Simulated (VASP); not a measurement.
Input of a VASP 6.6.1 run:

POSCAR

```
Hf2N
1.0
    5.3131240200      0.0000000000      0.0000000000
    0.0000000000      5.3131240200      0.0000000000
    0.0000000000      0.0000000000      3.2420983900
Hf N
4 2
Direct
    0.2955363700      0.2955363700      0.0000000000
    0.7044636300      0.7044636300      0.0000000000
    0.7955363700      0.2044636300      0.5000000000
    0.2044636300      0.7955363700      0.5000000000
    0.0000000000      0.0000000000      0.0000000000
    0.5000000000      0.5000000000      0.5000000000
```

INCAR.step1

```
SYSTEM = Hf2N
  ALGO = Normal
  EDIFF = 1E-4
  ENCUT = 520
  GGA = PE
  ISMEAR = 1
  LASPH = .TRUE.
  LCHARG = .FALSE.
  LREAL = .FALSE.
  LWAVE = .TRUE.
  NBANDS = 34
  NELM = 80
  PREC = Accurate
  SIGMA = 0.3
```

INCAR.step2

```
SYSTEM = Hf2N
  ALGO = Normal
  EDIFF = 1E-7
  ENCUT = 520
  ISIF = 2
  ISMEAR = 1
  ISTART = 1
  LASPH = .TRUE.
  LCHARG = .FALSE.
  LMIXTAU = .TRUE.
  LREAL = .FALSE.
  LWAVE = .FALSE.
  METAGGA = R2SCAN
  NBANDS = 34
  NELM = 80
  PREC = Accurate
  SIGMA = 0.3
```

File KPOINTS:

```
k-points
0
G
  8 8 12
  0 0 0
```

Potentials or basis: VASP PAW PBE potentials, release 64 (Hf_pv, N).

The run is started by

```sh
$ cat potpaw_PBE.64/Hf_pv/POTCAR potpaw_PBE.64/N/POTCAR > POTCAR
$ cp INCAR.step1 INCAR
$ mpirun -np 1 vasp_std > vasp.out
$ cp INCAR.step2 INCAR
$ mpirun -np 1 vasp_std > vasp.out
```

Question: Predict the largest force.

Answer: 0.003 eV/Å.

Question: Predict the pressure.

Answer: 0.0 GPa.

Question: Predict the band gap on the k mesh.

Answer: Zero (bands 25 and 26 overlap by 2.77 eV).

Stress tensor (GPa, compression positive):
```
 0.01  0.00  0.00
 0.00  0.01  0.00
 0.00  0.00 -0.16
```

Caveat: the PAW data sets were made with another functional, which shifts forces and pressure a little; spin-orbit coupling is left out, which moves the levels of the heavy elements.
